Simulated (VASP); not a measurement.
A run of VASP 6.6.1 is set up as follows.

Contents of INCAR:

```
SYSTEM = Al2Ru
ALGO = Fast
EDIFF = 1E-6
ENCUT = 520
GGA = CA
ISIF = 2
ISMEAR = 0
LASPH = .True.
LCHARG = .False.
LREAL = .False.
LWAVE = .False.
NBANDS = 29
NELM = 100
PREC = Accurate
SIGMA = 0.03
```

The input KPOINTS:

```
k-points
0
Gamma
  10 10 10
  0 0 0
```

File POSCAR:

```
Al2Ru
1.0
    0.0000000000      4.0361671458      4.4372629738
    2.1079274215      0.0000000000      4.4372629738
    2.1079274215      4.0361671458      0.0000000000
Al Ru
4 2
Direct
    0.0788992938      0.4211007062      0.0788992938
    0.4211007062      0.0788992938      0.4211007062
    0.1711007062      0.8288992938      0.1711007062
    0.8288992938      0.1711007062      0.8288992938
    0.7500000000      0.7500000000      0.7500000000
    0.5000000000      0.5000000000      0.5000000000
```

Potentials or basis: VASP PAW LDA potentials, release 64 (Al, Ru_pv).

Run with:

```bash
$ cat potpaw_LDA.64/Al/POTCAR potpaw_LDA.64/Ru_pv/POTCAR > POTCAR
$ mpirun -np 1 vasp_std > vasp.out
```

(1) What does it give for the pressure?

(2) What does it give for the band gap on the k mesh?

## Answers

(1) 17.1 GPa.

(2) zero (bands 20 and 21 overlap by 0.76 eV).

Caveat: the cell stands under pressure.
